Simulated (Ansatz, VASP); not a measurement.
Two plane-wave programs on KF

```
K F
1.0
    -0.13315    2.46066    2.46066
     2.46066   -0.13315    2.46066
     2.46066    2.46066   -0.13315
K F
1 1
Direct
  0.00000 0.00000 0.00000
  0.50000 0.50000 0.50000
```

Alike in both runs: task single point; functional LDA; k mesh 8 × 8 × 8; occupations gaussian, width 0.05 eV; no spin polarisation.

|  | VASP | Ansatz |
| --- | --- | --- |
| version | VASP 6.6.1 | Ansatz 0.2.0 |
| potentials or method | VASP PAW LDA potentials, release 64 (K_sv, F), cutoff 520 eV | scalar-relativistic, plane waves, PAW |
| valence electrons in the cell | 16 | 16 |

|  | VASP | Ansatz | Ansatz less VASP |
| --- | --- | --- | --- |
| gap on the k mesh at the Fermi level (eV) | 6.68 | 6.70 | +0.021 |
| least direct gap on the mesh (eV) | 6.68 | 6.70 | +0.021 |
| pressure (GPa) | 3.5 | 3.2 | -0.37 |
| traceless stress, the component that is largest in VASP (GPa) | 0.46 | 0.48 | +0.024 |

LDA's correlation is that of Perdew and Zunger in VASP and of Perdew and Wang (1992) in Ansatz.
